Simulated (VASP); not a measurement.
A run of VASP 6.6.1 is set up as follows.

File INCAR:

```
SYSTEM = Si
  PREC = Accurate
  ENCUT = 500
  EDIFF = 1E-6
  ISMEAR = 0
  SIGMA = 0.01
  LREAL = .FALSE.
  LASPH = .TRUE.
  NELM = 120
  ALGO = Normal
  ISIF = 2
  LWAVE = .FALSE.
  LCHARG = .FALSE.
  GGA = PS
  NBANDS = 11
  GGA_COMPAT = .FALSE.
```

File KPOINTS:

```
regular mesh
0
G
  10 10 10
  0 0 0
```

File POSCAR:

```
Si
1.0
    0.0000000000      2.7168304308      2.7168304308
    2.7168304308      0.0000000000      2.7168304308
    2.7168304308      2.7168304308      0.0000000000
Si
2
Direct
    0.0000000000      0.0000000000      0.0000000000
    0.2500000000      0.2500000000      0.2500000000
```

Potentials or basis: VASP PAW PBE potentials, release 64 (Si).

The run is started by

```bash
$ cat potpaw_PBE.64/Si/POTCAR > POTCAR
$ mpirun -np 1 vasp_std > vasp.out
```

(1) What does it give for the band gap on the k mesh?

(2) What does it give for the pressure?

## Answers

(1) 0.47 eV, indirect (least direct gap 2.52 eV).

(2) 0.1 GPa.

Caveat: the PAW data sets were made with another functional, which shifts forces and pressure a little.
